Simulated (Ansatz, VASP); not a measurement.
**SnCl3 in VASP and in Ansatz**

```xyz
4
Lattice="3.9651 0.0000 0.0000 -1.9825 3.4339 0.0000 0.0000 0.0000 9.1355" Properties=species:S:1:pos:R:3 pbc="T T T"
Sn    0.0000    0.0000    4.5678
Cl    0.0000    0.0000    0.0000
Cl    0.0000    2.2892    6.2837
Cl    0.0000    2.2892    2.8518
```

Change from the starting cell: species swapped into the Cd3Hg type (P-6m2, No. 187).

Alike in both runs: functional PBE; k mesh 6 × 6 × 2; occupations gaussian, width 0.1 eV; no spin polarisation.

Ansatz relaxed the structure, and its values are those at the end. VASP's run is a single point on that final structure, the one shown.

```csv
,VASP,Ansatz
version,VASP 6.6.1,Ansatz 0.2.0
potentials or method,"VASP PAW PBE potentials, release 64 (Sn_d, Cl), cutoff 520 eV","scalar-relativistic, plane waves, PAW"
valence electrons in the cell,35,35
```

VASP gave:

| Property | Result |
| --- | --- |
| gap on the k mesh at the Fermi level (eV) | none |
| pressure (GPa) | -0.1 |
| rms of the force components (eV/Å) | 0.008 |

Problem. What did Ansatz give for the same quantities?

Solution. gap on the k mesh at the Fermi level (eV): none; pressure (GPa): 0.0; rms of the force components (eV/Å): 0.008.

A gap of «none» marks a metal or a gap that the smearing closes.
